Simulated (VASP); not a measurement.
# SiC (F-43m) in VASP: single point with HSE06

Aim: the single point of SiC with HSE06.

All numbers are computed with VASP 6.6.1; they aren't measurements. Logs are shortened: lines on timing, memory, paths and dates and some standing lists are left out, and cuts for length are marked.

## 1. The cell of the first run

Symmetry: F-43m, No. 216, cubic system. The conventional cell has a = 4.134 Å, b = 4.134 Å, c = 4.134 Å, α = 90.00°, β = 90.00°, γ = 90.00°. Within 2.4 Å of Si (site symmetry -43m) lie 4 C at 1.79 Å. Within 2.4 Å of C (site symmetry -43m) lie 4 Si at 1.79 Å.

## 2. Single point, HSE06 (strain -5.1%)

The input, POSCAR:

```
SiC
1.0
    0.0000000000      2.0667514139      2.0667514139
    2.0667514139      0.0000000000      2.0667514139
    2.0667514139      2.0667514139      0.0000000000
Si C
1 1
Direct
    0.2500000000      0.2500000000      0.2500000000
    0.0000000000      0.0000000000      0.0000000000
```

The input, INCAR.step1:

```
ALGO = Normal
EDIFF = 1E-5
ENCUT = 520
GGA = PE
ISIF = 2
ISMEAR = 0
LASPH = T
LCHARG = F
LREAL = F
LWAVE = T
NBANDS = 11
NELM = 80
PREC = Accurate
SIGMA = 0.01
```

The input, INCAR.step2:

```
ALGO = Normal
EDIFF = 1E-6
ENCUT = 520
GGA = PE
HFSCREEN = 0.2079
ISIF = 2
ISMEAR = 0
ISTART = 1
LASPH = T
LCHARG = F
LHFCALC = T
LREAL = F
LWAVE = F
NBANDS = 11
NELM = 80
PREC = Accurate
PRECFOCK = Normal
SIGMA = 0.01
```

The input, KPOINTS:

```
k-points
0
Gamma
  8 8 8
```

Potentials or basis: VASP PAW PBE potentials, release 64 (Si, C).

Started as:

```
$ cat potpaw_PBE.64/Si/POTCAR potpaw_PBE.64/C/POTCAR > POTCAR
$ cp INCAR.step1 INCAR
$ mpirun -np 1 vasp_std > vasp.out
$ cp INCAR.step2 INCAR
$ mpirun -np 1 vasp_std > vasp.out
```

OUTCAR:

```text
EDIFF = 1E-6
   ENCUT = 520
   GGA = PE
   HFSCREEN = 0.2079
   ISIF = 2
   ISMEAR = 0
   ISTART = 1
   LASPH = T
   LHFCALC = T
   LREAL = F
   NELM = 80
   PREC = Accurate
   PRECFOCK = Normal

 ion  position               nearest neighbor table
   1  0.250  0.250  0.250-   2 1.79   2 1.79   2 1.79   2 1.79
   2  0.000  0.000  0.000-   1 1.79   1 1.79   1 1.79   1 1.79

  LATTYP: Found a face centered cubic cell.
 ALAT       =     4.1335028278

  Lattice vectors:

 A1 = (   0.0000000000,   2.0667514139,   2.0667514139)
 A2 = (   2.0667514139,   0.0000000000,   2.0667514139)
 A3 = (   2.0667514139,   2.0667514139,   0.0000000000)

Analysis of symmetry for initial positions (statically):
=====================================================================
 Subroutine PRICEL returns:
 Original cell was already a primitive cell.

 Routine SETGRP: Setting up the symmetry group for a
 face centered cubic supercell.

 Subroutine GETGRP returns: Found 24 space group operations
 (whereof 24 operations were pure point group operations)
 out of a pool of 48 trial point group operations.

The static configuration has the point symmetry T_d .

Analysis of symmetry for dynamics (positions and initial velocities):
=====================================================================
 Subroutine PRICEL returns:
 Original cell was already a primitive cell.

 Routine SETGRP: Setting up the symmetry group for a
 face centered cubic supercell.

 Subroutine GETGRP returns: Found 24 space group operations
 (whereof 24 operations were pure point group operations)
 out of a pool of 48 trial point group operations.

The dynamic configuration has the point symmetry T_d .

 Subroutine INISYM returns: Found 24 space group operations
 (whereof 24 operations are pure point group operations),
 and found     1 'primitive' translations

----------------------------------------------------------------------------------------

                                     Primitive cell

  volume of cell :      17.6561

  direct lattice vectors                    reciprocal lattice vectors
     0.000000000  2.066751414  2.066751414    -0.241925563  0.241925563  0.241925563
     2.066751414  0.000000000  2.066751414     0.241925563 -0.241925563  0.241925563
     2.066751414  2.066751414  0.000000000     0.241925563  0.241925563 -0.241925563

  length of vectors
     2.922827880  2.922827880  2.922827880     0.419027367  0.419027367  0.419027367

  position of ions in fractional coordinates (direct lattice)
     0.250000000  0.250000000  0.250000000
     0.000000000  0.000000000  0.000000000

  ion indices of the primitive-cell ions
   primitive index   ion index
                 1           1
                 2           2

----------------------------------------------------------------------------------------

 KPOINTS: k-points

Automatic generation of k-mesh.
 Grid dimensions read from file:
 generate k-points for:    8    8    8

 Generating k-lattice:

  Cartesian coordinates                     Fractional coordinates (reciprocal lattice)
    -0.030240695  0.030240695  0.030240695     0.125000000  0.000000000  0.000000000
     0.030240695 -0.030240695  0.030240695     0.000000000  0.125000000  0.000000000
     0.030240695  0.030240695 -0.030240695     0.000000000  0.000000000  0.125000000

  Length of vectors
     0.052378421  0.052378421  0.052378421

  Shift w.r.t. Gamma in fractional coordinates (k-lattice)
     0.000000000  0.000000000  0.000000000

 Subroutine IBZKPT returns following result:
 ===========================================

 Found     29 irreducible k-points:

 Following reciprocal coordinates:
            Coordinates               Weight
  0.000000  0.000000  0.000000      1.000000
  0.125000  0.000000  0.000000      8.000000
  0.250000  0.000000  0.000000      8.000000
  0.375000  0.000000  0.000000      8.000000
  0.500000  0.000000  0.000000      4.000000
  0.125000  0.125000  0.000000      6.000000
[... 16 lines left out ...]
  0.500000  0.250000  0.125000     48.000000
 -0.375000  0.250000  0.125000     24.000000
 [... further k-points ...]
   k-points           NKPTS =     29   k-points in BZ     NKDIM =    512   number of bands    NBANDS=     11
   number of dos      NEDOS =    301   number of ions     NIONS =      2
   total plane-waves  NPLWV =  13824
   dimension x,y,z NGX =    24 NGY =   24 NGZ =   24
   dimension x,y,z NGXF=    48 NGYF=   48 NGZF=   48
   ions per type =               1   1
   NGX,Y,Z   is equivalent  to a cutoff of  13.65, 13.65, 13.65 a.u.
   NGXF,Y,Z  is equivalent  to a cutoff of  27.30, 27.30, 27.30 a.u.
 SYSTEM =  unknown system
   PREC   = accura    normal or accurate (medium, high low for compatibility)
   ISTART =      1    job   : 0-new  1-cont  2-samecut
   ICHARG =      0    charge: 1-file 2-atom 10-const
   ISPIN  =      1    spin polarized calculation?
   LNONCOLLINEAR =      F non collinear calculations
   LSORBIT =      F    spin-orbit coupling
   LASPH  =      T    aspherical Exc in radial PAW
   ENCUT  =  520.0 eV  38.22 Ry    6.18 a.u.   5.43  5.43  5.43*2*pi/ulx,y,z
   NELM   =     80;   NELMIN=  2; NELMDL=  0     # of ELM steps
   EDIFF  = 0.1E-05   stopping-criterion for ELM
   LREAL  =      F    real-space projection
   EDIFFG = 0.1E-04   stopping-criterion for IOM
   NSW    =      0    number of steps for IOM
   IBRION =     -1    ionic relax: 0-MD 1-quasi-New 2-CG
   NFREE  =      0    steps in history (QN), initial steepest desc. (CG)
   ISIF   =      2    stress and relaxation
   ISYM   =      3    0-nonsym 1-usesym 2-fastsym
   POTIM  = 0.5000    time-step for ionic-motion
   TEBEG  =    0.0;   TEEND  =   0.0 temperature during run
   PSTRESS=    0.0 pullay stress
   NELECT =       8.0000    total number of electrons
   NUPDOWN=      -1.0000    fix difference up-down
   EMIN   =  10.00;   EMAX   =-10.00  energy-range for DOS
   EFERMI =   0.00;   METHOD = LEGACY
   ISMEAR =     0;   SIGMA  =   0.01  broadening in eV -4-tet -1-fermi 0-gaus
   EFERMI_NEDOS =   21; number of points for ismear=-14 and -15
   IALGO  =     38    algorithm
   IMIX   =      1    mixing-type and parameters
     AMIX     =   0.40;   BMIX     =  1.00
     AMIX_MAG =   1.60;   BMIX_MAG =  1.00
  volume/ion in A,a.u.               =       8.83        59.57
  Fermi-wavevector in a.u.,A,eV,Ry     =   1.257399  2.376140 21.511536  1.581053
  Thomas-Fermi vector in A             =   2.391060
   LORBIT       =      0    0 simple, 1 ext, 2 COOP (PROOUT), +10 PAW based schemes
   GGA     = PE    functional components
   LHFCALC =     T    Hartree Fock is set to
   PRECFOCK=normal    Normal, Fast or Accurate (Low or Medium for compatibility)
   ENCUT4O =  -1.0   cutoff for four orbital integrals eV
   NKREDX  =     1    reduce k-point grid by
   NKREDY  =     1    reduce k-point grid by
   NKREDZ  =     1    reduce k-point grid by
   AEXX    =    0.2500 exact exchange contribution
   HFSCREEN=    0.2079 screening length (either q_TF or 0.3 A-1)
   HFSCREENC=   0.2079 screening length for correlation (either q_TF or 0.3 A-1)
   ENCUTFOCK=  -1.0 apply spherical cutoff to Coloumb kernel
   IVDW    =     0    specifies the selected vdW correction
   LEPSILON=     F    determine dielectric tensor
   LRPA    =     F    only Hartree local field effects (RPA)
 non-spin polarized calculation
 Gauss-broadening in eV      SIGMA  =   0.01
  energy-cutoff  :      520.00
  volume of cell :       17.66
 maximum number of plane-waves:       531
 NGX is ok and might be reduce to    24
  NGX = 18; NGY = 18; NGZ = 18

 number of electron       8.0000001 magnetization

 Free energy of the ion-electron system (eV)
  ---------------------------------------------------
  ext. energy  EPLUGINS =         0.00000000
  ---------------------------------------------------
  free energy    TOTEN  =       -17.05226238 eV

  energy without entropy =      -17.05226238  energy(sigma->0) =      -17.05226238

 E-fermi :   9.5043     XC(G=0):  -9.8974

 val. band max:        9.3198919401   @ k =   0.0000   0.0000   0.0000
 cond. band min:      11.4371717041   @ k =   0.5000   0.5000   0.0000
 fundamental gap:      2.1172797640
 Fermi energy:         9.5042612180

 k-point     1 :       0.0000    0.0000    0.0000
  band No.  band energies     occupation
      1      -9.0310      2.00000
      2       9.3199      2.00000
      3       9.3199      2.00000
      4       9.3199      2.00000
      5      18.8745      0.00000
      6      19.2069      0.00000
      7      19.2069      0.00000
      8      19.2069      0.00000
      9      26.4926      0.00000
     10      26.4926      0.00000
     11      29.6545      0.00000

 k-point     2 :       0.1250    0.0000    0.0000
  band No.  band energies     occupation
      1      -8.6573      2.00000
      2       7.6495      2.00000
      3       9.0986      2.00000
      4       9.0986      2.00000
      5      18.6475      0.00000
      6      19.6227      0.00000
      7      19.6227      0.00000
      8      20.2453      0.00000
      9      24.9962      0.00000
     10      24.9962      0.00000
     11      28.3228      0.00000

 k-point     3 :       0.2500    0.0000    0.0000
  band No.  band energies     occupation
      1      -7.5596      2.00000
      2       4.3044      2.00000
      3       8.6461      2.00000
      4       8.6461      2.00000
      5      18.0936      0.00000
      6      19.6952      0.00000
      7      19.6952      0.00000
      8      21.7587      0.00000
      9      24.9844      0.00000
     10      24.9844      0.00000
     11      27.6089      0.00000
[... 267 lines left out ...]
 k-point    23 :       0.5000    0.2500    0.1250
  band No.  band energies     occupation
      1      -4.9706      2.00000
      2       1.6556      2.00000
      3       5.1109      2.00000
      4       7.0790      2.00000
      5      16.2097      0.00000
      6      19.4260      0.00000
      7      21.3313      0.00000
      8      22.8735      0.00000
      9      26.1302      0.00000
     10      29.4460      0.00000
     11      32.4581      0.00000

 k-point    24 :      -0.3750    0.2500    0.1250
  band No.  band energies     occupation
      1      -3.7258      2.00000
      2      -0.0517      2.00000
      3       5.0182      2.00000
      4       6.6446      2.00000
      5      16.0978      0.00000
      6      19.1080      0.00000
      7      22.3111      0.00000
      8      23.6777      0.00000
      9      26.2395      0.00000
     10      28.9061      0.00000
     11      32.5345      0.00000

 [... further k-points ...]

------------------------ aborting loop because EDIFF is reached ----------------------------------------

  FORCE on cell =-STRESS in cart. coord.  units (eV):
  Direction    XX          YY          ZZ          XY          YZ          ZX
  --------------------------------------------------------------------------------------
  -------------------------------------------------------------------------------------
  Total        5.1322645      5.1322645      5.1322645     -0.0000000      0.0000000     -0.0000000
  in kB      465.7199980    465.7199980    465.7199980     -0.0000000      0.0000000     -0.0000000
  external PRESSURE =     465.7199980 kB  Pullay stress =       0.0000000 kB

 VOLUME and BASIS-vectors are now :
 -----------------------------------------------------------------------------
  energy-cutoff  :      520.00
  volume of cell :       17.66
      direct lattice vectors                 reciprocal lattice vectors
     0.000000000  2.066751414  2.066751414    -0.241925563  0.241925563  0.241925563
     2.066751414  0.000000000  2.066751414     0.241925563 -0.241925563  0.241925563
     2.066751414  2.066751414  0.000000000     0.241925563  0.241925563 -0.241925563

 POSITION                                       TOTAL-FORCE (eV/Angst)
 -----------------------------------------------------------------------------------
      1.03338      1.03338      1.03338         0.000000     -0.000000      0.000000
      0.00000      0.00000      0.00000        -0.000000      0.000000     -0.000000
 -----------------------------------------------------------------------------------
    total drift:                               -0.000000     -0.000000     -0.000000

  FREE ENERGIE OF THE ION-ELECTRON SYSTEM (eV)
  ---------------------------------------------------
  free  energy   TOTEN  =       -17.0522623761 eV

  energy  without entropy=      -17.0522623761  energy(sigma->0) =      -17.05226238
```

Run time: 15 min. Hardware: 1 thread of AMD EPYC 9R45 (Zen 5), shared host; peak memory 0.22 GiB.

What came out:

```
Free energy            : -17.0523 eV
Pressure               : 46.6 GPa
Band gap on the k mesh : 2.12 eV (least direct gap 5.93 eV)
```

Caveat: the cell differs from its parent crystal (strain -5.1%); the cell stands under pressure; the PAW data sets were made with another functional, which shifts forces and pressure a little. A k mesh can miss the band edges.
